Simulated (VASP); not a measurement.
Wanted: the native input for a VASP 6.6.1 run.

| Property | Result |
| --- | --- |
| Task | relaxation of cell and atoms |
| Functional | PBE |
| Potentials or basis | VASP PAW PBE potentials, release 64 (Na_pv, Rh_pv) |
| Cutoff | 600 eV |
| k mesh | 2 × 6 × 4 |
| Occupations | gaussian, width 0.1 eV |
| Spin | no spin polarisation |
| Dipole correction | no |
| Further INCAR settings | ALGO = Fast; EDIFF = 1e-06; IBRION = 2; EDIFFG = -0.04; NSW = 90; ISIF = 3 |

The structure of NaRh lies in POSCAR:

```
NaRh
1.0
    9.8968038974      0.0000000000      0.0000000000
    0.0000000000      3.4600894852      0.0000000000
    0.0000000000      0.0000000000      4.0762698045
Na Rh
4 4
Direct
    0.1210000000      0.2500000000      0.1060000000
    0.8790000000      0.7500000000      0.8940000000
    0.3790000000      0.7500000000      0.6060000000
    0.6210000000      0.2500000000      0.3940000000
    0.8520000000      0.2500000000      0.5030000000
    0.1480000000      0.7500000000      0.4970000000
    0.6480000000      0.7500000000      0.0030000000
    0.3520000000      0.2500000000      0.9970000000
```

One way to write it, as run:

INCAR

```
SYSTEM = NaRh
PREC = Accurate
ENCUT = 600
EDIFF = 1E-6
ISMEAR = 0
SIGMA = 0.1
LREAL = .FALSE.
LASPH = .TRUE.
NELM = 60
ALGO = Fast
ISIF = 3
LWAVE = .FALSE.
LCHARG = .FALSE.
GGA = PE
IBRION = 2
NSW = 90
EDIFFG = -0.04
```

KPOINTS

```
regular mesh
0
G
  2 6 4
  0 0 0
```

Potentials or basis: VASP PAW PBE potentials, release 64 (Na_pv, Rh_pv).

The run is started by

```console
$ cat potpaw_PBE.64/Na_pv/POTCAR potpaw_PBE.64/Rh_pv/POTCAR > POTCAR
$ mpirun -np 1 vasp_std > vasp.out
```

It gave:

- Relaxed volume: 19.80 Å³/atom
- Relaxed cell: a = 11.011 Å, b = 2.760 Å, c = 5.213 Å, α = 90.00°, β = 90.00°, γ = 90.00°
- Space group after relaxing (to 0.1 Å): Pnma (No. 62)
- Energy gained by relaxing: 1000.4 meV/atom
- Ionic steps: 29
- Pressure after relaxing: -0.1 GPa
- Largest force after relaxing: 0.039 eV/Å
- Band gap on the k mesh: zero (bands 44 and 45 overlap by 0.46 eV)

Caveat: the k points lie up to 0.38 Å⁻¹ apart in the final cell; a cell axis changed by over 15 % at a fixed basis, so the end point is rough.

It took 52 min on 1 thread of AMD EPYC 9R45 96-Core Processor (Zen 5) (shared host), peak memory 0.36 GiB.
